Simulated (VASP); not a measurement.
## Rh: single point with r2SCAN

The system is Rh.

```
Rh
1.0
     3.84928    0.00000    0.00000
     0.00000    3.84928    0.00000
    -1.92464    0.00000    1.87079
Rh
2
Direct
  0.00000 0.00000 0.00000
  0.50000 0.50000 0.00000
```

```json
{
 "Program": "VASP 6.6.1",
 "Task": "single point",
 "Functional": "r2SCAN",
 "Potentials or basis": "VASP PAW PBE potentials, release 64 (Rh_pv)",
 "Cutoff": "550 eV",
 "k mesh": "11 × 11 × 22",
 "Occupations": "gaussian, width 0.1 eV",
 "Spin": "no spin polarisation"
}
```

- Pressure: -1.6 GPa
- Band gap on the k mesh: zero (bands 15 and 16 overlap by 2.30 eV)

Stress tensor (GPa, compression positive):
```
-3.78  0.00  0.00
 0.00 -3.78  0.00
 0.00  0.00  2.75
```

Levels at points of the mesh, in eV from the Fermi level:
| k point | band 11 | band 12 | band 13 | band 14 | band 15 | band 16 | band 17 | band 18 | band 19 | band 20 |
| --- | --- | --- | --- | --- | --- | --- | --- | --- | --- | --- |
| (0.00, 0.00, 0.00) | -3.23 | -2.92 | -1.25 | -0.88 | 0.50 | 0.89 | 1.15 | 3.26 | 12.50 | 13.98 |
| (0.00, 0.00, 0.50) | 0.49 | 0.50 | 0.89 | 1.05 | 1.05 | 1.15 | 3.26 | 3.90 | 12.50 | 13.32 |

Wall time 6.9 min on 1 thread of Intel(R) Xeon(R) 6975P-C (Granite Rapids), on a shared host, peak memory 0.33 GiB.

Caveat: the stress differs along the axes, from -4 to 3 GPa; the PAW data sets were made with another functional, which shifts forces and pressure a little.
